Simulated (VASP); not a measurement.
Runs of VASP 6.6.1 on ZnS. The structure is that of space group P6_3mc (No. 186), or close to it. The cells are those of the table. 

| cell | gap on the mesh (eV) | pressure (GPa) | largest force (eV/Å) |
| --- | --- | --- | --- |
| a = 3.809, b = 3.809, c = 12.279 Å, angles 90.0, 90.0, 120.0°, 8 atoms | 2.84 | 1.3 | 0.12 |
| a = 3.752, b = 3.752, c = 12.466 Å, angles 90.0, 90.0, 120.0°, 8 atoms | 2.86 | 2.6 | 0.12 |
| a = 3.752, b = 3.752, c = 12.653 Å, angles 90.0, 90.0, 120.0°, 8 atoms | (c) | 1.4 | 0.18 |
| a = 3.694, b = 3.694, c = 12.840 Å, angles 90.0, 90.0, 120.0°, 8 atoms | (a) | 3.1 | 0.39 |
| a = 3.809, b = 3.809, c = 12.092 Å, angles 90.0, 90.0, 120.0°, 8 atoms | 2.88 | (b) | 0.27 |

Alike in all rows: task single point; level r2SCAN; potentials or basis VASP PAW PBE potentials, release 64 (Zn, S); no spin polarisation; k mesh 6 × 6 × 2; cutoff (eV) 520; smearing gaussian 0.05 eV.

**Question.** Estimate the missing entries.

**Answer.** (a) 2.70; (b) 2.7; (c) 2.75.

Caveats: the PAW data sets were made with another functional, which shifts forces and pressure a little; the stress differs along the axes, from -3 to 6 GPa (at least some runs); the stress differs along the axes, from 1 to 6 GPa (at least some runs).

